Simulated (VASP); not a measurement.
Input of a VASP 6.6.1 run:

INCAR

```
SYSTEM = Hf8CN6
PREC     = Accurate       ! precision mode
ENCUT    = 520            ! plane-wave cutoff, eV
EDIFF    = 1E-6           ! SCF threshold, eV
ISMEAR   = 0              ! smearing method
SIGMA    = 0.02           ! smearing width, eV
LREAL    = Auto         
LASPH    = .TRUE.         ! aspherical terms in the spheres
NELM     = 80             ! most SCF steps
ALGO     = Normal         ! electronic algorithm
ISIF     = 2              ! what is computed and relaxed
LWAVE    = .FALSE.        ! write WAVECAR
LCHARG   = .FALSE.        ! write CHGCAR
GGA      = PE             ! functional
IBRION   = 2              ! ionic algorithm
NSW      = 80             ! ionic steps
EDIFFG   = -0.03          ! ionic threshold
```

Contents of KPOINTS:

```
regular mesh
0
G
  2 2 2
  0 0 0
```

The input POSCAR:

```
Hf8CN6
1.0
   -3.1339080000     -5.4280880000      0.0000000000
    4.7008620000     -2.7140440000      0.0000000000
    0.0000000000      0.0000000000      5.4167680000
Hf N C
8 6 1
Direct
    0.4999999900      0.6666666700      0.7499999600
    0.4999999900      0.3333333300      0.2499999900
    0.2500000000      0.1666666700      0.7499999600
    0.2499999900      0.8333333300      0.2499999900
   -0.0000000100      0.6666666700      0.7499999600
    0.0000000000      0.3333333300      0.2499999900
    0.7499999900      0.1666666600      0.7499999600
    0.7499999900      0.8333333200      0.2499999900
    0.7499999900      0.4999999900      0.0000000000
    0.7499999900      0.4999999900      0.4999999700
    0.2499999900      0.5000000000      0.0000000000
    0.2499999900      0.5000000000      0.4999999700
    0.0000000000      0.0000000000      0.0000000000
    0.0000000000      0.0000000000      0.4999999700
    0.5000000000     -0.0000000100     -0.4999999700
```

Potentials or basis: VASP PAW PBE potentials, release 64 (Hf_pv, N, C).

Command:

```bash
$ cat potpaw_PBE.64/Hf_pv/POTCAR potpaw_PBE.64/N/POTCAR potpaw_PBE.64/C/POTCAR > POTCAR
$ mpirun -np 1 vasp_std > vasp.out
```

Q: What does it give for the band gap on the k mesh?

A: Zero (bands 57 and 58 overlap by 0.54 eV).

Q: Estimate the energy gained by relaxing.

A: 20.1 meV/atom.

Final structure:
```
Hf N C
1.0
    -3.13391   -5.42809    0.00000
     4.70086   -2.71404    0.00000
     0.00000    0.00000    5.41677
Hf N C
8 6 1
Direct
  0.50000 0.65707 0.74018
  0.50000 0.34293 0.25982
  0.24459 0.17179 0.74040
  0.24459 0.82821 0.25960
  0.00000 0.67018 0.75190
  0.00000 0.32982 0.24810
  0.75541 0.17179 0.74040
  0.75541 0.82821 0.25960
  0.75204 0.50000 0.00000
  0.75383 0.50000 0.50000
  0.24796 0.50000 0.00000
  0.24617 0.50000 0.50000
  0.00000 0.00000 0.00000
  0.00000 0.00000 0.50000
  0.50000 0.00000 0.50000
```

Caveat: the k points lie up to 0.58 Å⁻¹ apart, too coarse for converged energies and pressures of a metal; spin-orbit coupling is left out, which moves the levels of the heavy elements.
